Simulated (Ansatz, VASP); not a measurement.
**SrTiO3: VASP beside Ansatz**

```
Sr Ti O
1.0
     3.90500    0.00000    0.00000
     0.00000    3.90500    0.00000
     0.00000    0.00000    3.90500
Sr Ti O
1 1 3
Direct
  0.00000 0.00000 0.00000
  0.50000 0.50000 0.50000
  0.00000 0.50000 0.50000
  0.50000 0.00000 0.50000
  0.50000 0.50000 0.00000
```

Alike in both runs: functional PBE; k mesh 8 × 8 × 8; occupations fermi-dirac, width 0.02 eV; no spin polarisation.

Ansatz relaxed the structure, and its values are those at the end. VASP's run is a single point on that final structure, the one shown.

|  | VASP | Ansatz |
| --- | --- | --- |
| version | VASP 6.6.1 | Ansatz 0.2.0 |
| potentials or method | VASP PAW PBE potentials, release 64 (Sr_sv, Ti_sv, O) | plane-wave PAW, scalar-relativistic |
| plane-wave cutoff (eV) | 600 | 420 |
| valence electrons in the cell | 40 | 40 |

Ansatz gave:

| Quantity | Value |
| --- | --- |
| gap on the k mesh at the Fermi level (eV) | 1.89 |
| pressure (GPa) | 4.3 |

Question: What did VASP give for the same quantities?

Answer: gap on the k mesh at the Fermi level (eV): 1.86; pressure (GPa): 4.8.

With one functional, cell and mesh, what is left measures potentials, basis and numerics. Ansatz's warnings: stress scf threshold loose.
